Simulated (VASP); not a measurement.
Here is a VASP 6.6.1 calculation.

INCAR

```
SYSTEM = B3C2Br
PREC = Accurate
ENCUT = 600
EDIFF = 1E-7
ISMEAR = 0
SIGMA = 0.1
LREAL = .FALSE.
LASPH = .TRUE.
NELM = 80
ALGO = Normal
ISIF = 3
LWAVE = .FALSE.
LCHARG = .FALSE.
GGA = PE
IBRION = 2
NSW = 90
EDIFFG = -0.04
```

The input KPOINTS:

```
Automatic mesh
0
G
  6 6 4
  0 0 0
```

Contents of POSCAR:

```
B3C2Br
1.0
    3.4660912081      0.0000000000      0.0000000000
    0.0000000000      3.4660912081      0.0000000000
    0.0000000000      0.0000000000      7.1087288388
B C Br
3 2 1
Direct
    0.0000000000      0.0000000000      0.5489931689
    0.5000000000      0.5000000000      0.7060460627
    0.0000000000      0.0000000000      0.7737329863
    0.5000000000      0.0000000000      0.7267719479
    0.0000000000      0.5000000000      0.7267719479
    0.0000000000      0.0000000000      0.2875422262
```

Potentials or basis: VASP PAW PBE potentials, release 64 (B, C, Br).

The run is started by

```bash
$ cat potpaw_PBE.64/B/POTCAR potpaw_PBE.64/C/POTCAR potpaw_PBE.64/Br/POTCAR > POTCAR
$ mpirun -np 1 vasp_std > vasp.out
```

Question: Predict the relaxed cell.

Answer: a = 3.435 Å, b = 3.435 Å, c = 7.116 Å, α = 90.00°, β = 90.00°, γ = 90.00°.

Question: What does it give for the relaxed volume?

Answer: 13.99 Å³/atom.

Forces on the atoms (eV/Å):
```
B    0.000  0.000  0.029
B    0.000  0.000 -0.005
B    0.000  0.000 -0.002
C    0.000  0.000 -0.008
C    0.000  0.000 -0.008
Br   0.000  0.000 -0.007
```

Caveat: this functional lacks dispersion, which binds layers or chains, so the pressure and a relaxed spacing across them are unreliable.
